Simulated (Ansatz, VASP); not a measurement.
Two plane-wave programs on NiSb

```
Ni Sb
1.0
     3.91985    0.00000    0.00000
    -1.95993    3.39469    0.00000
     0.00000    0.00000    5.10170
Ni Sb
2 2
Direct
  0.00000 0.00000 0.00000
  0.00000 0.00000 0.50000
  0.33333 0.66667 0.25000
  0.66667 0.33333 0.75000
```

Alike in both runs: functional PBE; dispersion D3(BJ); k mesh 12 × 12 × 8; occupations gaussian, width 0.1 eV; no spin polarisation.

Ansatz relaxed the structure, and its values are those at the end. VASP's run is a single point on that final structure, the one shown.

|  | VASP | Ansatz |
| --- | --- | --- |
| version | VASP 6.6.1 | Ansatz 0.2.0 |
| potentials or method | VASP PAW PBE potentials, release 64 (Ni, Sb), cutoff 520 eV | scalar-relativistic, plane waves, PAW |
| valence electrons in the cell | 30 | 66 |

Ansatz gave:

```
gap on the k mesh at the Fermi level (eV) : none
pressure (GPa)                            : 0.0
```

What did VASP give for the same quantities?

gap on the k mesh at the Fermi level (eV): none; pressure (GPa): -0.2.

A gap of «none» marks a metal or a gap that the smearing closes. VASP's potentials hold 30 valence electrons a cell and Ansatz's 66, so a difference there can come from the potentials and not from the codes.

Spin-orbit coupling is off throughout.
